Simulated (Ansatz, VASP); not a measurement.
One calculation of Cu, two programs

INCAR

```
SYSTEM = Cu
  PREC = Accurate
  ENCUT = 520
  EDIFF = 1E-6
  ISMEAR = -1
  SIGMA = 0.05
  LREAL = .False.
  LASPH = .True.
  NELM = 80
  ALGO = Normal
  ISIF = 2
  LWAVE = .False.
  LCHARG = .False.
  GGA = PE
  NBANDS = 18
```

The input KPOINTS:

```
regular mesh
0
Gamma
  17 17 17
  0 0 0
```

POSCAR

```
Cu
1.0
   -2.1131407043      2.1131407043      1.1222902843
    2.1131407043     -2.1131407043      1.1222902843
    2.1131407043      2.1131407043     -1.1222902843
Cu
2
Direct
   -0.3750000000     -0.1250000000     -0.2500000000
    0.3750000000      0.1250000000      0.2500000000
```

Input for Ansatz:

```yaml
crystal:
  lattice:
    - [-2.1131407043, 2.1131407043, 1.1222902843]
    - [2.1131407043, -2.1131407043, 1.1222902843]
    - [2.1131407043, 2.1131407043, -1.1222902843]
  atoms:
    - { symbol: Cu, position: [-0.375, -0.125, -0.25] }
    - { symbol: Cu, position: [0.375, 0.125, 0.25] }
kpoints:
  mp_grid: { grid: [17, 17, 17] }
scf:
  occupations: { method: fermi_dirac, width: 0.05 }
hamiltonian:
  xc: pbe
  pseudopotentials: { kind: all_electron, lapw: { basis_error: 0.001 } }
output:
  forces: true
  stress: true
  eigenvalues: true
  populations: true
```

Change from the starting cell: volume scaled by 0.76, LAPW.

Alike in both runs: task single point; functional PBE; k mesh 17 × 17 × 17; occupations fermi-dirac, width 0.05 eV; no spin polarisation.

|  | VASP | Ansatz |
| --- | --- | --- |
| version | VASP 6.6.1 | Ansatz 0.2.0 |
| potentials or method | VASP PAW PBE potentials, release 64 (Cu), cutoff 520 eV | all-electron LAPW, scalar-relativistic |

Ansatz gave:

```
pressure (GPa)                                                : 62.1
traceless stress, the component that is largest in VASP (GPa) : 0.03
```

Which values does VASP return?

Pressure (GPa): 62.4; traceless stress, the component that is largest in VASP (GPa): 0.18.

Both programs put the cell under a high pressure, so it lies far from rest at this level. Ansatz ran all-electron here, and VASP with PAW potentials.

Noted on VASP's run: the cell as given lies far from equilibrium.
